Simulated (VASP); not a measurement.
Input of a VASP 6.6.1 run:

File INCAR:

```
SYSTEM = B4MoRu
PREC = Accurate ; ENCUT = 520
EDIFF = 1E-6 ; ISMEAR = 0
SIGMA = 0.1 ; LREAL = .FALSE.
LASPH = .TRUE. ; NELM = 60
ALGO = Normal ; ISIF = 2
LWAVE = .FALSE. ; LCHARG = .FALSE.
GGA = PE ; NBANDS = 29
```

The input KPOINTS:

```
regular mesh
0
G
  12 12 12
  0 0 0
```

The input POSCAR:

```
B4MoRu
1.0
    0.0000000000      2.9601682351      2.9601682351
    2.9601682351      0.0000000000      2.9601682351
    2.9601682351      2.9601682351      0.0000000000
B Mo Ru
4 1 1
Direct
    0.3826243591      0.3826243591      0.8521269227
    0.8521269227      0.3826243591      0.3826243591
    0.3826243591      0.3826243591      0.3826243591
    0.3826243591      0.8521269227      0.3826243591
    0.0000000000      0.0000000000      0.0000000000
    0.7500000000      0.7500000000      0.7500000000
```

Potentials or basis: VASP PAW PBE potentials, release 64 (B, Mo_sv, Ru_pv).

Run with:

```sh
$ cat potpaw_PBE.64/B/POTCAR potpaw_PBE.64/Mo_sv/POTCAR potpaw_PBE.64/Ru_pv/POTCAR > POTCAR
$ mpirun -np 1 vasp_std > vasp.out
```

Question: Predict the pressure.

Answer: 0.3 GPa.

Question: Estimate the largest force.

Answer: 0.004 eV/Å.

Question: Estimate the band gap on the k mesh.

Answer: Zero (bands 20 and 21 overlap by 1.88 eV).

Forces on the atoms (eV/Å):
```
B    0.002  0.002 -0.002
B   -0.002  0.002  0.002
B   -0.002 -0.002 -0.002
B    0.002 -0.002  0.002
Mo   0.000  0.000  0.000
Ru   0.000  0.000  0.000
```
